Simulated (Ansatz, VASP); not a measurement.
# Bi2TeSe2 in VASP and in Ansatz

```xyz
5
Lattice="2.0915 1.2075 9.4210 -2.0915 1.2075 9.4210 0.0000 -2.4151 9.4210" Properties=species:S:1:pos:R:3 pbc="T T T"
Bi    0.0000    0.0000   11.2503
Bi    0.0000    0.0000   17.0126
Te    0.0000    0.0000    0.0000
Se    0.0000    0.0000    5.9804
Se    0.0000    0.0000   22.2825
```

Change from the starting cell: strain +0.000 along x and y, -0.030 along z, atoms carried along.

Alike in both runs: task single point; functional PBEsol; k mesh 12 × 12 × 12; occupations gaussian, width 0.05 eV; no spin polarisation.

|  | VASP | Ansatz |
| --- | --- | --- |
| version | VASP 6.6.1 | Ansatz 0.2.0 |
| potentials or method | VASP PAW PBE potentials, release 64 (Bi_d, Te, Se), cutoff 520 eV | scalar-relativistic, plane waves, PAW |
| valence electrons in the cell | 48 | 78 |

|  | VASP | Ansatz | Ansatz less VASP |
| --- | --- | --- | --- |
| gap on the k mesh at the Fermi level (eV) | 0.32 | 0.32 | -0.002 |
| least direct gap on the mesh (eV) | 0.32 | 0.32 | -0.002 |
| pressure (GPa) | 4.1 | 4.1 | -0.05 |
| traceless stress, the component that is largest in VASP (GPa) | 0.93 | 0.93 | -0.002 |
| rms of the force components (eV/Å) | 0.677 | 0.679 | +0.0017 |

VASP's potentials were made for PBE, not for PBEsol. Atom by atom the forces differ by 0.005 eV/Å (rms over components). VASP's potentials hold 48 valence electrons a cell and Ansatz's 78, so a difference there can come from the potentials and not from the codes.

Neither program's run includes spin-orbit coupling.
